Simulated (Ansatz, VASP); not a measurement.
**One calculation of CdS, two programs**

The input INCAR:

```
SYSTEM = CdS
ALGO = Normal
EDIFF = 1E-6
ENCUT = 540
GGA = PE
GGA_COMPAT = .False.
ISIF = 2
ISMEAR = -1
LASPH = .True.
LCHARG = .False.
LREAL = .False.
LWAVE = .False.
NBANDS = 20
NELM = 120
PREC = Accurate
SIGMA = 0.02
```

File KPOINTS:

```
k-points
0
Gamma
  8 8 8
  0 0 0
```

The input POSCAR:

```
CdS
1.0
    0.0000000000      2.7813120763      2.6847339690
    2.7813120763      0.0000000000      2.6847339690
    2.7813120763      2.7813120763      0.0000000000
Cd S
1 1
Direct
    0.0000000000      0.0000000000      0.0000000000
    0.5000000000      0.5000000000      0.5000000000
```

Input for Ansatz:

```yaml
crystal:
  lattice:
    - [0.0, 2.7813120763, 2.684733969]
    - [2.7813120763, 0.0, 2.684733969]
    - [2.7813120763, 2.7813120763, 0.0]
  atoms:
    - { symbol: Cd, position: [0.0, 0.0, 0.0] }
    - { symbol: S, position: [0.5, 0.5, 0.5] }
kpoints:
  mp_grid: { grid: [8, 8, 8] }
  band_path:
    path:
      - [0.0, 0.0, 0.0]
      - [0.5, 0.0, 0.5]
      - [0.625, 0.25, 0.625]
      - [0.375, 0.375, 0.75]
      - [0.5, 0.5, 0.5]
      - [0.5, 0.25, 0.75]
      - [0.0, 0.0, 0.5]
      - [0.5, 0.5, 0.0]
    npoints: 1
hamiltonian:
  xc: pbe
scf:
  occupations: { method: fermi_dirac, width: 0.02 }
  n_extra_bands: 4
output:
  forces: true
  stress: true
  eigenvalues: true
```

Change from the starting cell: epitaxial_xy strain +2.0%.

Alike in both runs: task single point; functional PBE; k mesh 8 × 8 × 8; occupations fermi-dirac, width 0.02 eV; no spin polarisation.

|  | VASP | Ansatz |
| --- | --- | --- |
| version | VASP 6.6.1 | Ansatz 0.2.0 |
| potentials or method | VASP PAW PBE potentials, release 64 (Cd_sv_GW, S) | plane waves, PAW |
| plane-wave cutoff (eV) | 540 | 420 |
| valence electrons in the cell | 26 | 26 |

|  | VASP | Ansatz | Ansatz less VASP |
| --- | --- | --- | --- |
| pressure (GPa) | -1.1 | 0.1 | +1.22 |
| traceless stress, the component that is largest in VASP (GPa) | 1.68 | 1.69 | +0.007 |
